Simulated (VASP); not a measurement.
# TaN (P6_3/mmc) in VASP: single point with r2SCAN

Aim: the single point of TaN with r2SCAN.

Program: VASP 6.6.1. These are calculated values, not measurements. Logs are shortened: lines on timing, memory, paths and dates and some standing lists are left out, and cuts for length are marked.

## Step 1: The cell of the first run

The structure is hexagonal, space group P6_3/mmc (No. 194). Conventional cell: a = 2.902 Å, b = 2.902 Å, c = 5.892 Å, α = 90.00°, β = 90.00°, γ = 120.00°. Within 3.0 Å of Ta (site symmetry -3m) lie 6 N at 2.23 Å and 8 Ta at 2.90 to 2.95 Å. Within 3.0 Å of N (site symmetry -6m2) lie 6 Ta at 2.23 Å and 6 N at 2.90 Å.

## Step 2: Single point, r2SCAN

File POSCAR:

```
TaN
1.0
    2.9016586661      0.0000000000      0.0000000000
   -1.4508293331      2.5129101180      0.0000000000
    0.0000000000      0.0000000000      5.8915240713
Ta N
2 2
Direct
    0.0000000000      0.0000000000      0.0000000000
    0.0000000000      0.0000000000      0.5000000000
    0.3333333333      0.6666666667      0.2500000000
    0.6666666667      0.3333333333      0.7500000000
```

File INCAR.step1:

```
PREC = Accurate
ENCUT = 520
ISMEAR = 0
SIGMA = 0.15
LREAL = False
LASPH = True
NELM = 60
NBANDS = 24
GGA = PE
ALGO = Normal
EDIFF = 1E-4
LWAVE = True
LCHARG = False
```

File INCAR.step2:

```
PREC = Accurate
ENCUT = 520
EDIFF = 1E-6
ISMEAR = 0
SIGMA = 0.15
LREAL = False
LASPH = True
NELM = 60
ALGO = Normal
ISIF = 2
LWAVE = False
LCHARG = False
METAGGA = R2SCAN
LMIXTAU = True
NBANDS = 24
ISTART = 1
```

File KPOINTS:

```
regular mesh
0
Gamma
  24 24 10
```

Potentials or basis: VASP PAW PBE potentials, release 64 (Ta_pv, N).

Started as:

```sh
> cat potpaw_PBE.64/Ta_pv/POTCAR potpaw_PBE.64/N/POTCAR > POTCAR
> cp INCAR.step1 INCAR
> mpirun -np 1 vasp_std > vasp.out
> cp INCAR.step2 INCAR
> mpirun -np 1 vasp_std > vasp.out
```

OUTCAR:

```text
PREC = Accurate
   ENCUT = 520
   EDIFF = 1E-6
   ISMEAR = 0
   LREAL = False
   LASPH = True
   NELM = 60
   ISIF = 2
   METAGGA = R2SCAN
   ISTART = 1

 ion  position               nearest neighbor table
   1  0.000  0.000  0.000-   3 2.23   4 2.23   4 2.23   3 2.23   4 2.23   3 2.23   2 2.95   2 2.95

   2  0.000  0.000  0.500-   3 2.23   4 2.23   4 2.23   3 2.23   4 2.23   3 2.23   1 2.95   1 2.95

   3  0.333  0.667  0.250-   1 2.23   2 2.23   1 2.23   2 2.23   1 2.23   2 2.23
   4  0.667  0.333  0.750-   1 2.23   2 2.23   1 2.23   2 2.23   1 2.23   2 2.23

  LATTYP: Found a hexagonal cell.
 ALAT       =     2.9016586661
 C/A-ratio  =     2.0303987303

  Lattice vectors:

 A1 = (   2.9016586661,   0.0000000000,   0.0000000000)
 A2 = (  -1.4508293331,   2.5129101180,   0.0000000000)
 A3 = (   0.0000000000,   0.0000000000,   5.8915240713)

Analysis of symmetry for initial positions (statically):
=====================================================================
 Subroutine PRICEL returns:
 Original cell was already a primitive cell.

 Routine SETGRP: Setting up the symmetry group for a
 hexagonal supercell.

 Subroutine GETGRP returns: Found 24 space group operations
 (whereof 12 operations were pure point group operations)
 out of a pool of 24 trial point group operations.

The static configuration has the point symmetry D_3d.
 The point group associated with its full space group is D_6h.

Analysis of symmetry for dynamics (positions and initial velocities):
=====================================================================
 Subroutine PRICEL returns:
 Original cell was already a primitive cell.

 Routine SETGRP: Setting up the symmetry group for a
 hexagonal supercell.

 Subroutine GETGRP returns: Found 24 space group operations
 (whereof 12 operations were pure point group operations)
 out of a pool of 24 trial point group operations.

The dynamic configuration has the point symmetry D_3d.
 The point group associated with its full space group is D_6h.

 Subroutine INISYM returns: Found 24 space group operations
 (whereof 12 operations are pure point group operations),
 and found     1 'primitive' translations

----------------------------------------------------------------------------------------

                                     Primitive cell

  volume of cell :      42.9587

  direct lattice vectors                    reciprocal lattice vectors
     2.901658666  0.000000000  0.000000000     0.344630473  0.198972497  0.000000000
    -1.450829333  2.512910118  0.000000000     0.000000000  0.397944993  0.000000000
     0.000000000  0.000000000  5.891524071     0.000000000  0.000000000  0.169735367

  length of vectors
     2.901658666  2.901658666  5.891524071     0.397944993  0.397944993  0.169735367

  position of ions in fractional coordinates (direct lattice)
     0.000000000  0.000000000  0.000000000
     0.000000000  0.000000000  0.500000000
     0.333333333  0.666666667  0.250000000
     0.666666667  0.333333333  0.750000000

  ion indices of the primitive-cell ions
   primitive index   ion index
                 1           1
                 2           2
                 3           3
                 4           4

----------------------------------------------------------------------------------------

 KPOINTS: regular mesh

Automatic generation of k-mesh.
 Grid dimensions read from file:
 generate k-points for:   24   24   10

 Generating k-lattice:

  Cartesian coordinates                     Fractional coordinates (reciprocal lattice)
     0.014359603  0.008290521  0.000000000     0.041666667 -0.000000000  0.000000000
     0.000000000  0.016581041  0.000000000     0.000000000  0.041666667  0.000000000
     0.000000000  0.000000000  0.016973537     0.000000000  0.000000000  0.100000000

  Length of vectors
     0.016581041  0.016581041  0.016973537

  Shift w.r.t. Gamma in fractional coordinates (k-lattice)
     0.000000000  0.000000000  0.000000000

 Subroutine IBZKPT returns following result:
 ===========================================

 Found    366 irreducible k-points:

 Following reciprocal coordinates:
            Coordinates               Weight
  0.000000  0.000000  0.000000      1.000000
  0.041667 -0.000000  0.000000      6.000000
  0.083333 -0.000000  0.000000      6.000000
  0.125000 -0.000000  0.000000      6.000000
  0.166667  0.000000  0.000000      6.000000
  0.208333 -0.000000  0.000000      6.000000
[... 16 lines left out ...]
  0.416667  0.041667  0.000000     12.000000
  0.458333  0.041667  0.000000     12.000000
 [... further k-points ...]
   k-points           NKPTS =    366   k-points in BZ     NKDIM =    366   number of bands    NBANDS=     24
   number of dos      NEDOS =    301   number of ions     NIONS =      4
   total plane-waves  NPLWV =  27648
   dimension x,y,z NGX =    24 NGY =   24 NGZ =   48
   dimension x,y,z NGXF=    48 NGYF=   48 NGZF=   96
   ions per type =               2   2
   NGX,Y,Z   is equivalent  to a cutoff of  13.75, 13.75, 13.54 a.u.
   NGXF,Y,Z  is equivalent  to a cutoff of  27.50, 27.50, 27.09 a.u.
 SYSTEM =  unknown system
   PREC   = accura    normal or accurate (medium, high low for compatibility)
   ISTART =      1    job   : 0-new  1-cont  2-samecut
   ICHARG =      0    charge: 1-file 2-atom 10-const
   ISPIN  =      1    spin polarized calculation?
   LNONCOLLINEAR =      F non collinear calculations
   LSORBIT =      F    spin-orbit coupling
   LASPH  =      T    aspherical Exc in radial PAW
   ENCUT  =  520.0 eV  38.22 Ry    6.18 a.u.   5.40  5.40 10.95*2*pi/ulx,y,z
   NELM   =     60;   NELMIN=  2; NELMDL=  0     # of ELM steps
   EDIFF  = 0.1E-05   stopping-criterion for ELM
   LREAL  =      F    real-space projection
   EDIFFG = 0.1E-04   stopping-criterion for IOM
   NSW    =      0    number of steps for IOM
   IBRION =     -1    ionic relax: 0-MD 1-quasi-New 2-CG
   NFREE  =      0    steps in history (QN), initial steepest desc. (CG)
   ISIF   =      2    stress and relaxation
   ISYM   =      2    0-nonsym 1-usesym 2-fastsym
   POTIM  = 0.5000    time-step for ionic-motion
   TEBEG  =    0.0;   TEEND  =   0.0 temperature during run
   PSTRESS=    0.0 pullay stress
   NELECT =      32.0000    total number of electrons
   NUPDOWN=      -1.0000    fix difference up-down
   EMIN   =  10.00;   EMAX   =-10.00  energy-range for DOS
   EFERMI =   0.00;   METHOD = LEGACY
   ISMEAR =     0;   SIGMA  =   0.15  broadening in eV -4-tet -1-fermi 0-gaus
   EFERMI_NEDOS =   21; number of points for ismear=-14 and -15
   IALGO  =     38    algorithm
   IMIX   =      4    mixing-type and parameters
     AMIX     =   0.40;   BMIX     =  1.00
     AMIX_MAG =   1.60;   BMIX_MAG =  1.00
  volume/ion in A,a.u.               =      10.74        72.47
  Fermi-wavevector in a.u.,A,eV,Ry     =   1.484025  2.804400 29.964516  2.202330
  Thomas-Fermi vector in A             =   2.597613
   LORBIT       =      0    0 simple, 1 ext, 2 COOP (PROOUT), +10 PAW based schemes
   METAGGA = R2SCAN    functional components
   LHFCALC =     F    Hartree Fock is set to
   AEXX    =    0.0000 exact exchange contribution
   IVDW    =     0    specifies the selected vdW correction
   LEPSILON=     F    determine dielectric tensor
   LRPA    =     F    only Hartree local field effects (RPA)
 non-spin polarized calculation
 Gauss-broadening in eV      SIGMA  =   0.15
  energy-cutoff  :      520.00
  volume of cell :       42.96
 maximum number of plane-waves:      1192
 NGX is ok and might be reduce to    24
   NGX = 11   NGY = 11   NGZ = 21

 number of electron      32.0000001 magnetization

 Free energy of the ion-electron system (eV)
  ---------------------------------------------------
  ext. energy  EPLUGINS =         0.00000000
  ---------------------------------------------------
  free energy    TOTEN  =      -119.69909017 eV

  energy without entropy =     -119.68865486  energy(sigma->0) =     -119.69387251

 E-fermi :   8.2713     XC(G=0): -14.3988

 val. band max:        8.2575540538   @ k =   0.1250   0.0833   0.5000
 cond. band min:       8.2719038267   @ k =   0.2500   0.2083   0.2000
 fundamental gap:      0.0143497728
 Fermi energy:         8.2712991869

 k-point     1 :       0.0000    0.0000    0.0000
  band No.  band energies     occupation
      1     -28.6643      2.00000
      2     -27.8589      2.00000
      3     -27.5805      2.00000
      4     -27.5805      2.00000
      5     -27.5156      2.00000
      6     -27.5156      2.00000
[... 16 lines left out ...]
     23      12.4737      0.00000
     24      14.6501      0.00000

 k-point     2 :       0.0417   -0.0000    0.0000
  band No.  band energies     occupation
      1     -28.6593      2.00000
      2     -27.8560      2.00000
      3     -27.6027      2.00000
      4     -27.5852      2.00000
      5     -27.5357      2.00000
      6     -27.5199      2.00000
[... 16 lines left out ...]
     23      12.4915      0.00000
     24      14.5607      0.00000

 k-point     3 :       0.0833   -0.0000    0.0000
  band No.  band energies     occupation
      1     -28.6446      2.00000
      2     -27.8476      2.00000
      3     -27.6672      2.00000
      4     -27.5988      2.00000
      5     -27.5946      2.00000
      6     -27.5327      2.00000
[... 16 lines left out ...]
     23      12.5744      0.00000
     24      14.3967      0.00000
[... 514 lines left out ...]
 k-point    23 :       0.4167    0.0417    0.0000
  band No.  band energies     occupation
      1     -28.7216      2.00000
      2     -28.5700      2.00000
      3     -28.3705      2.00000
      4     -27.8501      2.00000
      5     -27.7682      2.00000
      6     -27.6927      2.00000
[... 16 lines left out ...]
     23      15.5681      0.00000
     24      15.9467      0.00000

 k-point    24 :       0.4583    0.0417    0.0000
  band No.  band energies     occupation
      1     -28.7577      2.00000
      2     -28.6040      2.00000
      3     -28.3602      2.00000
      4     -27.8593      2.00000
      5     -27.7767      2.00000
      6     -27.6868      2.00000
[... 16 lines left out ...]
     23      15.1634      0.00000
     24      16.5703      0.00000

 [... further k-points ...]

------------------------ aborting loop because EDIFF is reached ----------------------------------------

  FORCE on cell =-STRESS in cart. coord.  units (eV):
  Direction    XX          YY          ZZ          XY          YZ          ZX
  --------------------------------------------------------------------------------------
  -------------------------------------------------------------------------------------
  Total        0.4867652      0.4867652      0.4830595     -0.0000000      0.0000000      0.0000000
  in kB       18.1542846     18.1542846     18.0160794     -0.0000000      0.0000000      0.0000000
  external PRESSURE =      18.1082162 kB  Pullay stress =       0.0000000 kB

 VOLUME and BASIS-vectors are now :
 -----------------------------------------------------------------------------
  energy-cutoff  :      520.00
  volume of cell :       42.96
      direct lattice vectors                 reciprocal lattice vectors
     2.901658666  0.000000000  0.000000000     0.344630473  0.198972497  0.000000000
    -1.450829333  2.512910118  0.000000000     0.000000000  0.397944993  0.000000000
     0.000000000  0.000000000  5.891524071     0.000000000  0.000000000  0.169735367

 POSITION                                       TOTAL-FORCE (eV/Angst)
 -----------------------------------------------------------------------------------
      0.00000      0.00000      0.00000        -0.000000      0.000000     -0.000000
      0.00000      0.00000      2.94576        -0.000000      0.000000     -0.000000
     -0.00000      1.67527      1.47288         0.000000      0.000000      0.000000
      1.45083      0.83764      4.41864        -0.000000     -0.000000     -0.000000
 -----------------------------------------------------------------------------------
    total drift:                               -0.000000      0.000000      0.000000

  FREE ENERGIE OF THE ION-ELECTRON SYSTEM (eV)
  ---------------------------------------------------
  free  energy   TOTEN  =      -119.6990901666 eV

  energy  without entropy=     -119.6886548611  energy(sigma->0) =     -119.69387251
```

Run time: 26 min. Hardware: 1 thread of Intel Xeon 8259CL, shared host; peak memory 0.43 GiB.

What came out:

```
Free energy            : -119.6991 eV
Pressure               : 1.8 GPa
Band gap on the k mesh : zero (bands 16 and 17 overlap by 1.19 eV)
```

Levels at points of the mesh, in eV from the Fermi level:
```tsv
k point	band 13	band 14	band 15	band 16	band 17	band 18	band 19	band 20
(0.00, 0.00, 0.00)	-3.76	-2.19	-2.19	-0.22	-0.22	0.64	0.64	2.42
(0.50, 0.00, 0.00)	-4.45	-3.89	-3.05	-2.27	3.06	4.26	5.08	5.53
(0.00, 0.00, 0.50)	-4.12	-4.12	-0.71	-0.71	1.05	1.05	1.05	1.05
(0.50, 0.00, 0.50)	-4.63	-4.63	-2.35	-2.35	4.14	4.14	5.01	5.01
```

Caveat: the PAW data sets were made with another functional, which shifts forces and pressure a little; spin-orbit coupling is left out, which moves the levels of the heavy elements.
